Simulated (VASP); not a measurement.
# Zn (P6_3/mmc) in VASP: notebook

Zn is run at these levels: PBE, PBEsol, r2SCAN; tasks: single point.

Program: VASP 6.6.1. These are calculated values, not measurements. Logs are shortened: lines on timing, memory, paths and dates and some standing lists are left out, and cuts for length are marked.

## Step 1: The cell of the first run

It takes space group P6_3/mmc (No. 194, hexagonal). Conventional cell: a = 2.590 Å, b = 2.590 Å, c = 4.915 Å, α = 90.00°, β = 90.00°, γ = 120.00°. Within 3.4 Å of Zn (site symmetry -6m2) lie 12 Zn at 2.59 to 2.88 Å.

## Step 2: Single point, PBE

The input, INCAR:

```
ALGO     = Normal         # electronic algorithm
EDIFF    = 1E-7           # SCF threshold, eV
ENCUT    = 520            # plane-wave cutoff, eV
GGA      = PE             # functional
ISIF     = 2              # what is computed and relaxed
ISMEAR   = -1             # smearing method
LASPH    = T              # aspherical terms in the spheres
LCHARG   = T              # write CHGCAR
LELF     = T              # ELF
LREAL    = F              # projectors in reciprocal space
LVHAR    = T            
LWAVE    = F              # write WAVECAR
NBANDS   = 19             # bands
NELM     = 100            # most SCF steps
PREC     = Accurate       # precision mode
SIGMA    = 0.05           # smearing width, eV
```

The input, KPOINTS:

```
k-points
0
Gamma
  13 13 6
```

The input, POSCAR:

```
Zn
1.0
    2.5900760000      0.0000000000      0.0000000000
   -1.2950380000      2.2430720000      0.0000000000
    0.0000000000      0.0000000000      4.9150760000
Zn
2
Direct
    0.3333330000      0.6666670000      0.2500000000
    0.6666670000      0.3333330000      0.7500000000
```

Potentials or basis: VASP PAW PBE potentials, release 64 (Zn).

Launch:

```
$ cat potpaw_PBE.64/Zn/POTCAR > POTCAR
$ mpirun -np 1 vasp_std > vasp.out
```

OUTCAR:

```text
EDIFF = 1E-7
   ENCUT = 520
   GGA = PE
   ISIF = 2
   ISMEAR = -1
   LASPH = T
   LREAL = F
   NELM = 100
   PREC = Accurate

 ion  position               nearest neighbor table
   1  0.333  0.667  0.250-   2 2.88   2 2.88   2 2.88   2 2.88   2 2.88   2 2.88
   2  0.667  0.333  0.750-   1 2.88   1 2.88   1 2.88   1 2.88   1 2.88   1 2.88

  LATTYP: Found a hexagonal cell.
 ALAT       =     2.5900760000
 C/A-ratio  =     1.8976570572

  Lattice vectors:

 A1 = (   2.5900760000,   0.0000000000,   0.0000000000)
 A2 = (  -1.2950380000,   2.2430720000,   0.0000000000)
 A3 = (   0.0000000000,   0.0000000000,   4.9150760000)

Analysis of symmetry for initial positions (statically):
=====================================================================
 Subroutine PRICEL returns:
 Original cell was already a primitive cell.

 Routine SETGRP: Setting up the symmetry group for a
 hexagonal supercell.

 Subroutine GETGRP returns: Found 24 space group operations
 (whereof 12 operations were pure point group operations)
 out of a pool of 24 trial point group operations.

The static configuration has the point symmetry D_3d.
 The point group associated with its full space group is D_6h.

Analysis of symmetry for dynamics (positions and initial velocities):
=====================================================================
 Subroutine PRICEL returns:
 Original cell was already a primitive cell.

 Routine SETGRP: Setting up the symmetry group for a
 hexagonal supercell.

 Subroutine GETGRP returns: Found 24 space group operations
 (whereof 12 operations were pure point group operations)
 out of a pool of 24 trial point group operations.

The dynamic configuration has the point symmetry D_3d.
 The point group associated with its full space group is D_6h.

 Subroutine INISYM returns: Found 24 space group operations
 (whereof 12 operations are pure point group operations),
 and found     1 'primitive' translations

----------------------------------------------------------------------------------------

                                     Primitive cell

  volume of cell :      28.5552

  direct lattice vectors                    reciprocal lattice vectors
     2.590076000  0.000000000  0.000000000     0.386089057  0.222908583  0.000000000
    -1.295038000  2.243072000  0.000000000     0.000000000  0.445817165  0.000000000
     0.000000000  0.000000000  4.915076000     0.000000000  0.000000000  0.203455654

  length of vectors
     2.590076000  2.590076335  4.915076000     0.445817223  0.445817165  0.203455654

  position of ions in fractional coordinates (direct lattice)
     0.333333000  0.666667000  0.250000000
     0.666667000  0.333333000  0.750000000

  ion indices of the primitive-cell ions
   primitive index   ion index
                 1           1
                 2           2

----------------------------------------------------------------------------------------

 KPOINTS: k-points

Automatic generation of k-mesh.
 Grid dimensions read from file:
 generate k-points for:   13   13    6

 Generating k-lattice:

  Cartesian coordinates                     Fractional coordinates (reciprocal lattice)
     0.029699158  0.017146814  0.000000000     0.076923077  0.000000000  0.000000000
     0.000000000  0.034293628  0.000000000     0.000000000  0.076923077  0.000000000
     0.000000000  0.000000000  0.033909276     0.000000000  0.000000000  0.166666667

  Length of vectors
     0.034293633  0.034293628  0.033909276

  Shift w.r.t. Gamma in fractional coordinates (k-lattice)
     0.000000000  0.000000000  0.000000000

 Subroutine IBZKPT returns following result:
 ===========================================

 Found     84 irreducible k-points:

 Following reciprocal coordinates:
            Coordinates               Weight
  0.000000  0.000000  0.000000      1.000000
  0.076923 -0.000000  0.000000      6.000000
  0.153846 -0.000000  0.000000      6.000000
  0.230769 -0.000000  0.000000      6.000000
  0.307692 -0.000000  0.000000      6.000000
  0.384615 -0.000000  0.000000      6.000000
[... 16 lines left out ...]
  0.076923 -0.000000  0.166667     12.000000
  0.153846 -0.000000  0.166667     12.000000
 [... further k-points ...]
   k-points           NKPTS =     84   k-points in BZ     NKDIM =     84   number of bands    NBANDS=     19
   number of dos      NEDOS =    301   number of ions     NIONS =      2
   total plane-waves  NPLWV =  16000
   dimension x,y,z NGX =    20 NGY =   20 NGZ =   40
   dimension x,y,z NGXF=    40 NGYF=   40 NGZF=   80
   ions per type =               2
   NGX,Y,Z   is equivalent  to a cutoff of  12.84, 12.84, 13.53 a.u.
   NGXF,Y,Z  is equivalent  to a cutoff of  25.67, 25.67, 27.06 a.u.
 SYSTEM =  unknown system
   PREC   = accura    normal or accurate (medium, high low for compatibility)
   ISTART =      0    job   : 0-new  1-cont  2-samecut
   ICHARG =      2    charge: 1-file 2-atom 10-const
   ISPIN  =      1    spin polarized calculation?
   LNONCOLLINEAR =      F non collinear calculations
   LSORBIT =      F    spin-orbit coupling
   LASPH  =      T    aspherical Exc in radial PAW
   ENCUT  =  520.0 eV  38.22 Ry    6.18 a.u.   4.82  4.82  9.14*2*pi/ulx,y,z
   NELM   =    100;   NELMIN=  2; NELMDL= -5     # of ELM steps
   EDIFF  = 0.1E-06   stopping-criterion for ELM
   LREAL  =      F    real-space projection
   EDIFFG = 0.1E-05   stopping-criterion for IOM
   NSW    =      0    number of steps for IOM
   IBRION =     -1    ionic relax: 0-MD 1-quasi-New 2-CG
   NFREE  =      0    steps in history (QN), initial steepest desc. (CG)
   ISIF   =      2    stress and relaxation
   ISYM   =      2    0-nonsym 1-usesym 2-fastsym
   POTIM  = 0.5000    time-step for ionic-motion
   TEBEG  =    0.0;   TEEND  =   0.0 temperature during run
   PSTRESS=    0.0 pullay stress
   NELECT =      24.0000    total number of electrons
   NUPDOWN=      -1.0000    fix difference up-down
   EMIN   =  10.00;   EMAX   =-10.00  energy-range for DOS
   EFERMI =   0.00;   METHOD = LEGACY
   ISMEAR =    -1;   SIGMA  =   0.05  broadening in eV -4-tet -1-fermi 0-gaus
   EFERMI_NEDOS =   21; number of points for ismear=-14 and -15
   IALGO  =     38    algorithm
   IMIX   =      4    mixing-type and parameters
     AMIX     =   0.40;   BMIX     =  1.00
     AMIX_MAG =   1.60;   BMIX_MAG =  1.00
  volume/ion in A,a.u.               =      14.28        96.35
  Fermi-wavevector in a.u.,A,eV,Ry     =   1.544958  2.919547 32.475668  2.386894
  Thomas-Fermi vector in A             =   2.650405
   LORBIT       =      0    0 simple, 1 ext, 2 COOP (PROOUT), +10 PAW based schemes
   GGA     = PE    functional components
   LHFCALC =     F    Hartree Fock is set to
   AEXX    =    0.0000 exact exchange contribution
   IVDW    =     0    specifies the selected vdW correction
   LEPSILON=     F    determine dielectric tensor
   LRPA    =     F    only Hartree local field effects (RPA)
 non-spin polarized calculation
  energy-cutoff  :      520.00
  volume of cell :       28.56
 maximum number of plane-waves:       787
 NGX is ok and might be reduce to    20
   NGX =  9   NGY =  9   NGZ = 19

 number of electron      24.0000005 magnetization

 Free energy of the ion-electron system (eV)
  ---------------------------------------------------
  ext. energy  EPLUGINS =         0.00000000
  ---------------------------------------------------
  free energy    TOTEN  =        -2.19419704 eV

  energy without entropy =       -2.19168071  energy(sigma->0) =       -2.19293887

 E-fermi :   3.4580     XC(G=0): -11.8803

 val. band max:        3.4499642716   @ k =   0.3846   0.0769   0.0000
 cond. band min:       3.5384754599   @ k =   0.1538   0.0769   0.1667
 fundamental gap:      0.0885111883
 Fermi energy:         3.4580494355

 k-point     1 :       0.0000    0.0000    0.0000
  band No.  band energies     occupation
      1      -7.3474      2.00000
      2      -5.3914      2.00000
      3      -4.5838      2.00000
      4      -4.2930      2.00000
      5      -4.2930      2.00000
      6      -4.2419      2.00000
[... 11 lines left out ...]
     18      23.6205      0.00000
     19      23.9301      0.00000

 k-point     2 :       0.0769   -0.0000    0.0000
  band No.  band energies     occupation
      1      -7.1610      2.00000
      2      -5.3026      2.00000
      3      -4.5611      2.00000
      4      -4.3149      2.00000
      5      -4.2642      2.00000
      6      -4.2457      2.00000
[... 11 lines left out ...]
     18      22.3857      0.00000
     19      24.8863      0.00000

 k-point     3 :       0.1538   -0.0000    0.0000
  band No.  band energies     occupation
      1      -6.6175      2.00000
      2      -5.0843      2.00000
      3      -4.5189      2.00000
      4      -4.3620      2.00000
      5      -4.2785      2.00000
      6      -4.1125      2.00000
[... 11 lines left out ...]
     18      20.9279      0.00000
     19      22.0785      0.00000

 k-point     4 :       0.2308   -0.0000    0.0000
  band No.  band energies     occupation
      1      -5.8094      2.00000
      2      -4.9170      2.00000
      3      -4.4591      2.00000
      4      -4.3832      2.00000
      5      -4.3806      2.00000
      6      -4.1185      2.00000
[... 11 lines left out ...]
     18      19.6441      0.00000
     19      20.0964      0.00000

 k-point     5 :       0.3077   -0.0000    0.0000
  band No.  band energies     occupation
      1      -5.1844      2.00000
      2      -4.9462      2.00000
      3      -4.6163      2.00000
      4      -4.3427      2.00000
      5      -4.1673      2.00000
      6      -4.1448      2.00000
[... 11 lines left out ...]
     18      19.4690      0.00000
     19      20.6614      0.00000
[... 334 lines left out ...]
      2      -4.5507      2.00000
      3      -4.5057      2.00000
      4      -4.3330      2.00000
      5      -4.3277      2.00000
      6      -4.2822      2.00000
[... 11 lines left out ...]
     18      10.9130      0.00000
     19      12.8638      0.00000

 k-point    22 :       0.0000    0.0000    0.1667
  band No.  band energies     occupation
      1      -7.1790      2.00000
      2      -5.4215      2.00000
      3      -4.5779      2.00000
      4      -4.2940      2.00000
      5      -4.2940      2.00000
      6      -4.2489      2.00000
[... 11 lines left out ...]
     18      23.9413      0.00000
     19      23.9959      0.00000

 k-point    23 :       0.0769   -0.0000    0.1667
  band No.  band energies     occupation
      1      -6.9940      2.00000
      2      -5.3256      2.00000
      3      -4.5576      2.00000
      4      -4.3186      2.00000
      5      -4.2733      2.00000
      6      -4.2474      2.00000
[... 11 lines left out ...]
     18      23.1531      0.00000
     19      24.1332      0.00000

 k-point    24 :       0.1538   -0.0000    0.1667
  band No.  band energies     occupation
      1      -6.4575      2.00000
      2      -5.0891      2.00000
      3      -4.5165      2.00000
      4      -4.3753      2.00000
      5      -4.3058      2.00000
      6      -4.1171      2.00000
[... 11 lines left out ...]
     18      21.2696      0.00000
     19      23.3672      0.00000

 [... further k-points ...]
[... 5 lines left out ...]
  --------------------------------------------------------------------------------------
  -------------------------------------------------------------------------------------
  Total        1.3539700      1.3539705      0.5646258      0.0000000      0.0000000      0.0000000
  in kB       75.9685226     75.9685487     31.6800143      0.0000000      0.0000000      0.0000000
  external PRESSURE =      61.2056952 kB  Pullay stress =       0.0000000 kB

 VOLUME and BASIS-vectors are now :
 -----------------------------------------------------------------------------
  energy-cutoff  :      520.00
  volume of cell :       28.56
      direct lattice vectors                 reciprocal lattice vectors
     2.590076000  0.000000000  0.000000000     0.386089057  0.222908583  0.000000000
    -1.295038000  2.243072000  0.000000000     0.000000000  0.445817165  0.000000000
     0.000000000  0.000000000  4.915076000     0.000000000  0.000000000  0.203455654

 POSITION                                       TOTAL-FORCE (eV/Angst)
 -----------------------------------------------------------------------------------
     -0.00000      1.49538      1.22877         0.000000      0.000000      0.000000
      1.29504      0.74769      3.68631        -0.000000     -0.000000      0.000000
 -----------------------------------------------------------------------------------
    total drift:                               -0.000055      0.000032      0.000003

  FREE ENERGIE OF THE ION-ELECTRON SYSTEM (eV)
  ---------------------------------------------------
  free  energy   TOTEN  =        -2.1941970369 eV

  energy  without entropy=       -2.1916807063  energy(sigma->0) =       -2.19293887
```

Run time: 27 s. Hardware: 1 thread of Intel Xeon 6975P-C, shared host; peak memory 0.16 GiB.

What came out:

* Free energy: -2.1942 eV
* Pressure: 6.1 GPa
* Band gap on the k mesh: zero (band 12 reaches 4.76 eV, above the bottom of band 13 at 0.33 eV)

Stress tensor (GPa, compression positive):
```
7.60 0.00 0.00
0.00 7.60 0.00
0.00 0.00 3.17
```

Levels at points of the mesh, in eV from the Fermi level:
| k point | band 8 | band 9 | band 10 | band 11 | band 12 | band 13 | band 14 | band 15 | band 16 | band 17 |
| --- | --- | --- | --- | --- | --- | --- | --- | --- | --- | --- |
| (0.00, 0.00, 0.00) | -7.30 | -7.30 | -7.09 | -7.09 | -3.94 | -3.13 | 13.56 | 17.42 | 18.88 | 18.88 |
| (0.00, 0.00, 0.50) | -7.74 | -7.18 | -7.18 | -7.18 | -7.18 | 4.48 | 4.48 | 20.21 | 20.21 | 20.21 |

## Step 3: Single point, PBEsol

The input, INCAR:

```
SYSTEM = Zn
PREC = Accurate ; ENCUT = 520
EDIFF = 1E-6 ; ISMEAR = -1
SIGMA = 0.05 ; LREAL = .False.
LASPH = .True. ; NELM = 80
ALGO = Normal ; ISIF = 2
LWAVE = .False. ; LCHARG = .False.
GGA = PS ; NBANDS = 19
```

The input, KPOINTS:

```
Automatic mesh
0
Gamma
  13 13 6
  0 0 0
```

POSCAR is that of step 2.

Potentials or basis: VASP PAW PBE potentials, release 64 (Zn).

Launch:

```
$ cat potpaw_PBE.64/Zn/POTCAR > POTCAR
$ mpirun -np 1 vasp_std > vasp.out
```

It took 15 s on 1 thread of Intel Xeon 6975P-C (Granite Rapids), shared host; peak memory 0.16 GiB.

It converged, with:

- Free energy: -3.1829 eV
- Pressure: 0.5 GPa
- Band gap on the k mesh: zero (band 12 reaches 4.58 eV, above the bottom of band 13 at 0.16 eV)

Stress tensor (GPa, compression positive):
```
 1.54  0.00  0.00
 0.00  1.54  0.00
 0.00  0.00 -1.62
```

Levels at points of the mesh, in eV from the Fermi level:
```
           k point  band 9  band 10  band 11  band 12  band 13  band 14  band 15  band 16
(0.00, 0.00, 0.00)   -7.25    -7.04    -7.04    -3.95    -3.11    13.55    17.41    18.85
(0.00, 0.00, 0.50)   -7.13    -7.13    -7.13    -7.13     4.48     4.48    20.18    20.18
```

Caveat: the PAW data sets were made with another functional, which shifts forces and pressure a little.

## Step 4: Single point, r2SCAN

POSCAR is that of step 3.

The input, INCAR.step1:

```
PREC = Accurate ; ENCUT = 520
ISMEAR = -1 ; SIGMA = 0.05
LREAL = F ; LASPH = T
NELM = 100 ; NBANDS = 19
GGA = PE ; ALGO = Normal
EDIFF = 1E-4 ; LWAVE = T
LCHARG = F
```

The input, INCAR.step2:

```
PREC = Accurate ; ENCUT = 520
EDIFF = 1E-7 ; ISMEAR = -1
SIGMA = 0.05 ; LREAL = F
LASPH = T ; NELM = 100
ALGO = Normal ; ISIF = 2
LWAVE = F ; LCHARG = F
METAGGA = R2SCAN ; LMIXTAU = T
NBANDS = 19 ; ISTART = 1
```

The input, KPOINTS:

```
Automatic mesh
0
Gamma
  13 13 6
```

Launch:

```
$ cat potpaw_PBE.64/Zn/POTCAR > POTCAR
$ cp INCAR.step1 INCAR
$ mpirun -np 1 vasp_std > vasp.out
$ cp INCAR.step2 INCAR
$ mpirun -np 1 vasp_std > vasp.out
```

Run time: 86 s. Hardware: 1 thread of Intel Xeon 6975P-C (Granite Rapids), shared host; peak memory 0.17 GiB.

It converged, with:

```
Free energy            : -17.8121 eV
Pressure               : 1.8 GPa
Band gap on the k mesh : zero (band 12 reaches 4.64 eV, above the bottom of band 13 at 0.09 eV)
```

Stress tensor (GPa, compression positive):
```
 2.99  0.00  0.00
 0.00  2.99  0.00
 0.00  0.00 -0.54
```

Levels at points of the mesh, in eV from the Fermi level:
```csv
k point,band 9,band 10,band 11,band 12,band 13,band 14,band 15,band 16
"(0.00, 0.00, 0.00)",-7.57,-7.36,-7.36,-4.09,-3.21,14.31,18.10,19.96
"(0.00, 0.00, 0.50)",-7.45,-7.45,-7.45,-7.45,4.74,4.74,21.39,21.39
```

Caveat: the PAW data sets were made with another functional, which shifts forces and pressure a little.

## Step 5: Overview

```csv
level,gap on the mesh (eV),pressure (GPa)
PBE,none,6.1
PBEsol,none,0.5
r2SCAN,none,1.8
```

Alike in all rows: task single point; potentials or basis VASP PAW PBE potentials, release 64 (Zn); no spin polarisation; cell as given; k mesh 13 × 13 × 6; cutoff (eV) 520; smearing fermi-dirac 0.05 eV.

Every run on the cell as given and a fine mesh finds a metal. The pressure there spans 0.5 GPa (PBEsol) to 6.1 GPa (PBE); a positive pressure means that this level wants a larger cell, a negative one a smaller.

Caveats: the PAW data sets were made with another functional, which shifts forces and pressure a little (some runs).

Total energies depend on the potentials used, so only differences within one code and one set of settings carry meaning.
